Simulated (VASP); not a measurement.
Runs of VASP 6.6.1 on ZnO (zincite). The structure is that of space group P6_3mc (No. 186), or close to it. The cells are those of the table. 

```tsv
task	cell	cutoff (eV)	gap on the mesh (eV)	pressure (GPa)	largest force (eV/Å)
relaxation of cell and atoms	relaxed from a = 3.249, b = 3.249, c = 5.206 Å, angles 90.0, 90.0, 120.0°, 4 atoms	600	1.23	0.0	-
relaxation of shape and atoms at fixed volume	relaxed from a = 3.267, b = 3.267, c = 5.263 Å, angles 90.0, 90.0, 120.0°, 4 atoms	600	1.19	-3.5	-
single point	a = 3.235, b = 3.235, c = 5.211 Å, angles 90.0, 90.0, 120.0°, 4 atoms	520	1.23	1.0	0.01
single point	a = 3.169, b = 3.169, c = 5.105 Å, angles 90.0, 90.0, 120.0°, 4 atoms	520	1.33	(b)	-
single point	a = 3.203, b = 3.203, c = 5.159 Å, angles 90.0, 90.0, 120.0°, 4 atoms	520	1.28	(a)	-
single point	a = 3.299, b = 3.299, c = 5.314 Å, angles 90.0, 90.0, 120.0°, 4 atoms	520	1.14	-6.9	0.01
relaxation of shape and atoms at fixed volume	relaxed from a = 3.169, b = 3.169, c = 5.105 Å, angles 90.0, 90.0, 120.0°, 4 atoms	600	1.33	11.7	-
```

Alike in all rows: level r2SCAN; potentials or basis VASP PAW PBE potentials, release 64 (Zn, O); no spin polarisation; k mesh 9 × 9 × 6; smearing gaussian 0.02 eV.

Problem. Fill in the values left out.

Solution. (a) 6.1; (b) 12.1.

Caveats: the PAW data sets were made with another functional, which shifts forces and pressure a little; the relaxation stopped at its first step, so nothing moved (some runs).

